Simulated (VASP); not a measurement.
W:

```xyz
1
Lattice="-1.5823 1.5823 1.5823 1.5823 -1.5823 1.5823 1.5823 1.5823 -1.5823" Properties=species:S:1:pos:R:3 pbc="T T T"
W     0.0000    0.0000    0.0000
```

- Program: VASP 6.6.1
- Task: relaxation of cell and atoms
- Functional: revPBE
- Dispersion: D3(BJ)
- Potentials or basis: VASP PAW PBE potentials, release 64 (W_sv)
- Cutoff: 600 eV
- k mesh: 12 × 12 × 12
- Occupations: methfessel-paxton, width 0.1 eV
- Spin: no spin polarisation

At the start: pressure -3.6 GPa; volume 15.85 Å³/atom.

Question: How do energy, volume and symmetry change on relaxing?

Answer: Over 3 steps the energy falls by 2.1 meV/atom and the volume is 15.67 Å³/atom (-1.2 %); space group Im-3m (No. 229, to 0.1 Å) before and after.

The path:
| step | energy change (eV) | largest force (eV/Å) | pressure (GPa) | volume (Å³) |
| --- | --- | --- | --- | --- |
| 1 | 0.0000 | 0.0000 | -3.65 | 15.85 |
| 2 | 0.0246 | 0.0000 | 14.15 | 15.03 |
| 3 | -0.0021 | 0.0000 | -0.05 | 15.67 |

Final structure:
```xyz
1
Lattice="-1.5763 1.5763 1.5763 1.5763 -1.5763 1.5763 1.5763 1.5763 -1.5763" Properties=species:S:1:pos:R:3 pbc="T T T"
W     0.0000    0.0000    0.0000
```

Caveat: the PAW data sets were made with another functional, which shifts forces and pressure a little.
